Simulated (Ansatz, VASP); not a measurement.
## Ta in VASP and in Ansatz

```
CELL_PARAMETERS angstrom
0.00000 3.02764 3.02764
3.02764 0.00000 3.02764
3.02764 3.02764 0.00000
ATOMIC_POSITIONS crystal
Ta 0.00000 0.00000 0.00000
Ta 0.25000 0.25000 0.25000
```

Change from the starting cell: volume scaled by 0.975, PAW files.

Alike in both runs: task electric field gradients; functional PBE; k mesh 9 × 9 × 9; occupations fermi-dirac, width 0.03 eV; no spin polarisation.

|  | VASP | Ansatz |
| --- | --- | --- |
| version | VASP 6.6.1 | Ansatz 0.2.0 |
| potentials or method | VASP PAW PBE potentials, release 64 (Ta_pv) | PAW with Ansatz's default frozen-core files, scalar-relativistic |
| plane-wave cutoff (eV) | 520 | 420 |
| valence electrons in the cell | 22 | 26 |

VASP gave:

```
pressure (GPa) : 1.9
```

Problem. Which values does Ansatz return?

Solution. Pressure (GPa): 1.8.

The functional is the same, so the differences come from potentials, cutoffs and numerics. VASP's potentials hold 22 valence electrons a cell and Ansatz's 26, so a difference there can come from the potentials and not from the codes.

Spin-orbit coupling is off throughout.
